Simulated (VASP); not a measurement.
# Sb (Pm-3m) in VASP: notebook

Sb is run at these levels: LDA, PBE; tasks: single point.

Program: VASP 6.6.1. These are calculated values, not measurements. Logs are shortened: lines on timing, memory, paths and dates and some standing lists are left out, and cuts for length are marked.

**1. The cell of the first run**

It takes space group Pm-3m (No. 221, cubic). The conventional cell has a = 3.181 Å, b = 3.181 Å, c = 3.181 Å, α = 90.00°, β = 90.00°, γ = 90.00°. Within 4.2 Å of Sb (site symmetry m-3m) lie 6 Sb at 3.18 Å.

**2. Single point, LDA (volume scaled by 1.02)**

Contents of INCAR:

```
  ALGO = Normal
  EDIFF = 1E-6
  ENCUT = 520
  ISIF = 2
  ISMEAR = -1
  LASPH = True
  LCHARG = False
  LREAL = False
  LWAVE = False
  NBANDS = 8
  NELM = 100
  PREC = Accurate
  SIGMA = 0.05
```

Contents of KPOINTS:

```
k-points
0
Gamma
  8 8 8
```

Contents of POSCAR:

```
Sb
1.0
    3.1809277622      0.0000000000      0.0000000000
    0.0000000000      3.1809277622      0.0000000000
    0.0000000000      0.0000000000      3.1809277622
Sb
1
Direct
    0.0000000000      0.0000000000      0.0000000000
```

Potentials or basis: VASP PAW LDA potentials, release 64 (Sb).

Started as:

```bash
$ cat potpaw_LDA.64/Sb/POTCAR > POTCAR
$ mpirun -np 1 vasp_std > vasp.out
```

OUTCAR:

```text
EDIFF = 1E-6
   ENCUT = 520
   ISIF = 2
   ISMEAR = -1
   LASPH = True
   LREAL = False
   NELM = 100
   PREC = Accurate

 ion  position               nearest neighbor table
   1  0.000  0.000  0.000-

  LATTYP: Found a simple cubic cell.
 ALAT       =     3.1809277622

  Lattice vectors:

 A1 = (   3.1809277622,   0.0000000000,   0.0000000000)
 A2 = (   0.0000000000,   3.1809277622,   0.0000000000)
 A3 = (   0.0000000000,   0.0000000000,   3.1809277622)

Analysis of symmetry for initial positions (statically):
=====================================================================
 Subroutine PRICEL returns:
 Original cell was already a primitive cell.

 Routine SETGRP: Setting up the symmetry group for a
 simple cubic supercell.

 Subroutine GETGRP returns: Found 48 space group operations
 (whereof 48 operations were pure point group operations)
 out of a pool of 48 trial point group operations.

The static configuration has the point symmetry O_h .

Analysis of symmetry for dynamics (positions and initial velocities):
=====================================================================
 Subroutine PRICEL returns:
 Original cell was already a primitive cell.

 Routine SETGRP: Setting up the symmetry group for a
 simple cubic supercell.

 Subroutine GETGRP returns: Found 48 space group operations
 (whereof 48 operations were pure point group operations)
 out of a pool of 48 trial point group operations.

The dynamic configuration has the point symmetry O_h .

 Subroutine INISYM returns: Found 48 space group operations
 (whereof 48 operations are pure point group operations),
 and found     1 'primitive' translations

----------------------------------------------------------------------------------------

                                     Primitive cell

  volume of cell :      32.1856

  direct lattice vectors                    reciprocal lattice vectors
     3.180927762  0.000000000  0.000000000     0.314373691  0.000000000  0.000000000
     0.000000000  3.180927762  0.000000000     0.000000000  0.314373691  0.000000000
     0.000000000  0.000000000  3.180927762     0.000000000  0.000000000  0.314373691

  length of vectors
     3.180927762  3.180927762  3.180927762     0.314373691  0.314373691  0.314373691

  position of ions in fractional coordinates (direct lattice)
     0.000000000  0.000000000  0.000000000

[... 69 lines left out ...]
   ISPIN  =      1    spin polarized calculation?
   LNONCOLLINEAR =      F non collinear calculations
   LSORBIT =      F    spin-orbit coupling
   LASPH  =      T    aspherical Exc in radial PAW
   ENCUT  =  520.0 eV  38.22 Ry    6.18 a.u.   5.91  5.91  5.91*2*pi/ulx,y,z
   NELM   =    100;   NELMIN=  2; NELMDL= -5     # of ELM steps
   EDIFF  = 0.1E-05   stopping-criterion for ELM
   LREAL  =      F    real-space projection
   EDIFFG = 0.1E-04   stopping-criterion for IOM
   NSW    =      0    number of steps for IOM
   IBRION =     -1    ionic relax: 0-MD 1-quasi-New 2-CG
   NFREE  =      0    steps in history (QN), initial steepest desc. (CG)
   ISIF   =      2    stress and relaxation
   ISYM   =      2    0-nonsym 1-usesym 2-fastsym
   POTIM  = 0.5000    time-step for ionic-motion
   TEBEG  =    0.0;   TEEND  =   0.0 temperature during run
   PSTRESS=    0.0 pullay stress
   NELECT =       5.0000    total number of electrons
   NUPDOWN=      -1.0000    fix difference up-down
   EMIN   =  10.00;   EMAX   =-10.00  energy-range for DOS
   EFERMI =   0.00;   METHOD = LEGACY
   ISMEAR =    -1;   SIGMA  =   0.05  broadening in eV -4-tet -1-fermi 0-gaus
   EFERMI_NEDOS =   21; number of points for ismear=-14 and -15
   IALGO  =     38    algorithm
   IMIX   =      4    mixing-type and parameters
     AMIX     =   0.40;   BMIX     =  1.00
     AMIX_MAG =   1.60;   BMIX_MAG =  1.00
  volume/ion in A,a.u.               =      32.19       217.20
  Fermi-wavevector in a.u.,A,eV,Ry     =   0.880057  1.663067 10.537728  0.774501
  Thomas-Fermi vector in A             =   2.000366
   LORBIT       =      0    0 simple, 1 ext, 2 COOP (PROOUT), +10 PAW based schemes
   GGA     = CA    functional components
   LHFCALC =     F    Hartree Fock is set to
   AEXX    =    0.0000 exact exchange contribution
   IVDW    =     0    specifies the selected vdW correction
   LEPSILON=     F    determine dielectric tensor
   LRPA    =     F    only Hartree local field effects (RPA)
 non-spin polarized calculation
  energy-cutoff  :      520.00
  volume of cell :       32.19
 maximum number of plane-waves:       912
 NGX is ok and might be reduce to    24
   NGX = 11   NGY = 11   NGZ = 11

 number of electron       5.0000001 magnetization

 Free energy of the ion-electron system (eV)
  ---------------------------------------------------
  ext. energy  EPLUGINS =         0.00000000
  ---------------------------------------------------
  free energy    TOTEN  =        -4.69134263 eV

  energy without entropy =       -4.68394094  energy(sigma->0) =       -4.68764179

 E-fermi :   6.0027     XC(G=0):  -9.4913

 val. band max:        5.9944138798   @ k =   0.3750   0.2500   0.1250
 cond. band min:       6.1727438124   @ k =   0.2500   0.2500   0.2500
 fundamental gap:      0.1783299327
 Fermi energy:         6.0027479873

 k-point     1 :       0.0000    0.0000    0.0000
  band No.  band energies     occupation
      1      -5.7886      2.00000
      2       9.0922      0.00000
      3       9.0922      0.00000
      4       9.0922      0.00000
      5      12.8938      0.00000
      6      12.8938      0.00000
      7      13.7908      0.00000
      8      22.2255      0.00000
[... 243 lines left out ...]
 k-point    24 :       0.5000    0.3750    0.1250
  band No.  band energies     occupation
      1      -1.7572      2.00000
      2       2.6694      2.00000
      3       4.1040      2.00000
      4       9.5365      0.00000
      5      10.4944      0.00000
      6      15.5579      0.00000
      7      16.7584      0.00000
      8      19.1275      0.00000

 [... further k-points ...]
[... 5 lines left out ...]
  --------------------------------------------------------------------------------------
  -------------------------------------------------------------------------------------
  Total       -1.2805264     -1.2805264     -1.2805264      0.0000000      0.0000000     -0.0000000
  in kB      -63.7437649    -63.7437649    -63.7437649      0.0000000      0.0000000     -0.0000000
  external PRESSURE =     -63.7437649 kB  Pullay stress =       0.0000000 kB

 VOLUME and BASIS-vectors are now :
 -----------------------------------------------------------------------------
  energy-cutoff  :      520.00
  volume of cell :       32.19
      direct lattice vectors                 reciprocal lattice vectors
     3.180927762  0.000000000  0.000000000     0.314373691  0.000000000  0.000000000
     0.000000000  3.180927762  0.000000000     0.000000000  0.314373691  0.000000000
     0.000000000  0.000000000  3.180927762     0.000000000  0.000000000  0.314373691

 POSITION                                       TOTAL-FORCE (eV/Angst)
 -----------------------------------------------------------------------------------
      0.00000      0.00000      0.00000         0.000000      0.000000      0.000000
 -----------------------------------------------------------------------------------
    total drift:                                0.000000     -0.000000      0.000000

  FREE ENERGIE OF THE ION-ELECTRON SYSTEM (eV)
  ---------------------------------------------------
  free  energy   TOTEN  =        -4.6913426333 eV

  energy  without entropy=       -4.6839409377  energy(sigma->0) =       -4.68764179
```

OSZICAR:

```text
N       E                     dE             d eps       ncg     rms          rms(c)
DAV:   1     0.555206272868E+01    0.55521E+01   -0.16919E+03   560   0.416E+02
DAV:   2    -0.457394738074E+01   -0.10126E+02   -0.99043E+01   840   0.548E+01
DAV:   3    -0.469446498416E+01   -0.12052E+00   -0.12049E+00   632   0.688E+00
DAV:   4    -0.469507277848E+01   -0.60779E-03   -0.60779E-03   888   0.614E-01
DAV:   5    -0.469507518320E+01   -0.24047E-05   -0.24042E-05   664   0.236E-02    0.176E+00
DAV:   6    -0.469273221164E+01    0.23430E-02   -0.99906E-04   672   0.148E-01    0.102E+00
DAV:   7    -0.469134969037E+01    0.13825E-02   -0.19699E-03   608   0.212E-01    0.586E-02
DAV:   8    -0.469134231412E+01    0.73762E-05   -0.53566E-05   680   0.442E-02    0.464E-03
DAV:   9    -0.469134263333E+01   -0.31920E-06   -0.78222E-07   784   0.701E-03
   1 F= -.46913426E+01 E0= -.46876418E+01  d E =-.740170E-02
```

stdout:

```text
POSCAR found type information on POSCAR Sb
 POSCAR found :  1 types and       1 ions
 scaLAPACK will be used
 LDA part: xc-table for (Slater(with rela. corr.)+CA(PZ))
 , standard interpolation
 POSCAR, INCAR and KPOINTS ok, starting setup
 FFT: planning ... GRIDC
 FFT: planning ... GRID_SOFT
 FFT: planning ... GRID
 WAVECAR not read
 entering main loop
```

Run time: 4.8 s. Hardware: 1 thread of AMD EPYC 7R43 (Zen 3), shared host; peak memory 0.09 GiB.

Results:

- Free energy: -4.6913 eV
- Pressure: -6.4 GPa

Caveat: spin-orbit coupling is left out, which moves the levels of the heavy elements.

**3. Single point, LDA (volume scaled by 1.04)**

Contents of INCAR:

```
PREC = Accurate
ENCUT = 520
EDIFF = 1E-6
ISMEAR = -1
SIGMA = 0.05
LREAL = False
LASPH = True
NELM = 60
ALGO = Normal
ISIF = 2
LWAVE = False
LCHARG = False
GGA = CA
NBANDS = 8
```

Contents of KPOINTS:

```
Automatic mesh
0
Gamma
  8 8 8
```

Contents of POSCAR:

```
Sb
1.0
    3.2015837161      0.0000000000      0.0000000000
    0.0000000000      3.2015837161      0.0000000000
    0.0000000000      0.0000000000      3.2015837161
Sb
1
Direct
    0.0000000000      0.0000000000      0.0000000000
```

Potentials or basis: VASP PAW LDA potentials, release 64 (Sb).

Started as:

```bash
$ cat potpaw_LDA.64/Sb/POTCAR > POTCAR
$ mpirun -np 1 vasp_std > vasp.out
```

OUTCAR:

```text
PREC = Accurate
   ENCUT = 520
   EDIFF = 1E-6
   ISMEAR = -1
   LREAL = False
   LASPH = True
   NELM = 60
   ISIF = 2
   GGA = CA

 ion  position               nearest neighbor table
   1  0.000  0.000  0.000-

  LATTYP: Found a simple cubic cell.
 ALAT       =     3.2015837161

  Lattice vectors:

 A1 = (   3.2015837161,   0.0000000000,   0.0000000000)
 A2 = (   0.0000000000,   3.2015837161,   0.0000000000)
 A3 = (   0.0000000000,   0.0000000000,   3.2015837161)

Analysis of symmetry for initial positions (statically):
=====================================================================
 Subroutine PRICEL returns:
 Original cell was already a primitive cell.

 Routine SETGRP: Setting up the symmetry group for a
 simple cubic supercell.

 Subroutine GETGRP returns: Found 48 space group operations
 (whereof 48 operations were pure point group operations)
 out of a pool of 48 trial point group operations.

The static configuration has the point symmetry O_h .
[... 153 lines left out ...]
  ext. energy  EPLUGINS =         0.00000000
  ---------------------------------------------------
  free energy    TOTEN  =        -4.66493569 eV

  energy without entropy =       -4.65738483  energy(sigma->0) =       -4.66116026

 E-fermi :   5.7766     XC(G=0):  -9.4126

 val. band max:        5.7688553320   @ k =   0.3750   0.2500   0.1250
 cond. band min:       5.9225483597   @ k =   0.2500   0.2500   0.2500
 fundamental gap:      0.1536930277
 Fermi energy:         5.7765841397

 k-point     1 :       0.0000    0.0000    0.0000
  band No.  band energies     occupation
      1      -5.8829      2.00000
      2       8.8150      0.00000
      3       8.8150      0.00000
      4       8.8150      0.00000
      5      12.6509      0.00000
      6      12.6509      0.00000
      7      13.4490      0.00000
      8      21.9055      0.00000
[... 243 lines left out ...]
 k-point    24 :       0.5000    0.3750    0.1250
  band No.  band energies     occupation
      1      -1.9699      2.00000
      2       2.5278      2.00000
      3       3.9171      2.00000
      4       9.3556      0.00000
      5      10.1541      0.00000
      6      15.2970      0.00000
      7      16.4663      0.00000
      8      18.7698      0.00000

 [... further k-points ...]
[... 5 lines left out ...]
  --------------------------------------------------------------------------------------
  -------------------------------------------------------------------------------------
  Total       -1.4418576     -1.4418576     -1.4418576     -0.0000000      0.0000000     -0.0000000
  in kB      -70.3944407    -70.3944407    -70.3944407     -0.0000000      0.0000000     -0.0000000
  external PRESSURE =     -70.3944407 kB  Pullay stress =       0.0000000 kB

 VOLUME and BASIS-vectors are now :
 -----------------------------------------------------------------------------
  energy-cutoff  :      520.00
  volume of cell :       32.82
      direct lattice vectors                 reciprocal lattice vectors
     3.201583716  0.000000000  0.000000000     0.312345417  0.000000000  0.000000000
     0.000000000  3.201583716  0.000000000     0.000000000  0.312345417  0.000000000
     0.000000000  0.000000000  3.201583716     0.000000000  0.000000000  0.312345417

 POSITION                                       TOTAL-FORCE (eV/Angst)
 -----------------------------------------------------------------------------------
      0.00000      0.00000      0.00000         0.000000      0.000000      0.000000
 -----------------------------------------------------------------------------------
    total drift:                                0.000000      0.000000      0.000000

  FREE ENERGIE OF THE ION-ELECTRON SYSTEM (eV)
  ---------------------------------------------------
  free  energy   TOTEN  =        -4.6649356943 eV

  energy  without entropy=       -4.6573848298  energy(sigma->0) =       -4.66116026
```

stdout:

```text
POSCAR found type information on POSCAR Sb
 POSCAR found :  1 types and       1 ions
 scaLAPACK will be used
 LDA part: xc-table for (Slater(with rela. corr.)+CA(PZ))
 , standard interpolation
 POSCAR, INCAR and KPOINTS ok, starting setup
 FFT: planning ... GRIDC
 FFT: planning ... GRID_SOFT
 FFT: planning ... GRID
 WAVECAR not read
 entering main loop
```

Wall time 5 s (1 thread of AMD EPYC 7R43 (Zen 3), shared host); peak memory 0.09 GiB.

Results:

| Property | Result |
| --- | --- |
| Free energy | -4.6649 eV |
| Pressure | -7.0 GPa |

Levels at points of the mesh, in eV from the Fermi level:
```csv
k point,band 1,band 2,band 3,band 4,band 5,band 6,band 7,band 8
"(0.00, 0.00, 0.00)",-11.66,3.04,3.04,3.04,6.87,6.87,7.67,16.13
"(0.50, 0.00, 0.00)",-9.59,-4.87,4.73,4.73,8.69,10.35,10.73,11.00
"(0.50, 0.50, 0.00)",-7.43,-3.06,-3.06,2.59,6.39,11.85,12.59,12.59
"(0.50, 0.50, 0.50)",-5.10,-1.37,-1.37,-1.37,5.03,5.03,5.03,7.17
```

Caveat: spin-orbit coupling is left out, which moves the levels of the heavy elements.

**4. Single point, LDA (volume scaled by 1.06)**

Contents of INCAR:

```
PREC = Accurate
ENCUT = 520
EDIFF = 1E-6
ISMEAR = -1
SIGMA = 0.05
LREAL = F
LASPH = T
NELM = 60
ALGO = Normal
ISIF = 2
LWAVE = F
LCHARG = F
GGA = CA
NBANDS = 8
```

KPOINTS is that of step 3.

Contents of POSCAR:

```
Sb
1.0
    3.2219765189      0.0000000000      0.0000000000
    0.0000000000      3.2219765189      0.0000000000
    0.0000000000      0.0000000000      3.2219765189
Sb
1
Direct
    0.0000000000      0.0000000000      0.0000000000
```

Started as:

```bash
$ cat potpaw_LDA.64/Sb/POTCAR > POTCAR
$ mpirun -np 1 vasp_std > vasp.out
```

Run time: 5.5 s. Hardware: 1 thread of AMD EPYC 7R43 (Zen 3), shared host; peak memory 0.09 GiB.

It converged, with:

```yaml
Free_energy: -4.6361 eV
Pressure: -7.6 GPa
```

Levels at points of the mesh, in eV from the Fermi level:
```
           k point  band 1  band 2  band 3  band 4  band 5  band 6  band 7
(0.00, 0.00, 0.00)  -11.53    2.99    2.99    2.99    6.86    6.86    7.56
(0.50, 0.00, 0.00)   -9.52   -4.76    4.62    4.62    8.65   10.29   10.58
(0.50, 0.50, 0.00)   -7.44   -2.98   -2.98    2.65    6.23   11.72   12.52
(0.50, 0.50, 0.50)   -5.20   -1.34   -1.34   -1.34    5.05    5.05    5.05
```

Caveat: spin-orbit coupling is left out, which moves the levels of the heavy elements.

(Part 1 of 2 ends here.)
